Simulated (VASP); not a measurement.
**S: single point with PBEsol+D3(BJ)**

The system is S.

```
S
1.0
     5.40900    3.12289    1.42667
    -5.40900    3.12289    1.42667
     0.00000   -6.24578    1.42667
S
6
Cartesian
  0.5550 -4.4826 1.8782
  3.6046 2.7219 1.8782
  -4.1595 1.7607 1.8782
  -0.5550 4.4826 2.4018
  -3.6046 -2.7219 2.4018
  4.1595 -1.7607 2.4018
```

| Property | Result |
| --- | --- |
| Program | VASP 6.6.1 |
| Task | single point |
| Functional | PBEsol |
| Dispersion | D3(BJ) |
| Potentials or basis | VASP PAW PBE potentials, release 64 (S) |
| Cutoff | 520 eV |
| k mesh | 5 × 5 × 5 |
| Occupations | gaussian, width 0.01 eV |
| Spin | no spin polarisation |
| Dipole correction | no |
| Further INCAR settings | ALGO = Normal; EDIFF = 1e-06; NBANDS = 27 |

| Quantity | Value |
| --- | --- |
| Pressure | -1.0 GPa |
| Largest force | 0.219 eV/Å |
| Band gap on the k mesh | 2.17 eV (least direct gap 2.24 eV) |
| Dispersion energy per atom | -0.196 eV |

Forces in eV/Å, atoms in the order of the input:
```
S    0.076  0.205  0.010
S   -0.215 -0.037  0.010
S    0.140 -0.168  0.010
S   -0.076 -0.205 -0.010
S    0.215  0.037 -0.010
S   -0.140  0.168 -0.010
```

Stress tensor (GPa, compression positive):
```
-0.83  0.00  0.00
 0.00 -0.83  0.00
 0.00  0.00 -1.42
```

Levels at points of the mesh, in eV from the valence-band top:
```tsv
k point	band 15	band 16	band 17	band 18	band 19	band 20	band 21	band 22
(0.00, 0.00, 0.00)	-0.83	-0.83	-0.78	-0.78	2.44	2.44	3.40	3.40
```

Wall time 68 s on 1 thread of Intel(R) Xeon(R) Platinum 8488C (Sapphire Rapids), on a shared host, peak memory 0.32 GiB.

Caveat: the PAW data sets were made with another functional, which shifts forces and pressure a little; an odd mesh through Γ misses points on the zone boundary, where band edges can lie.
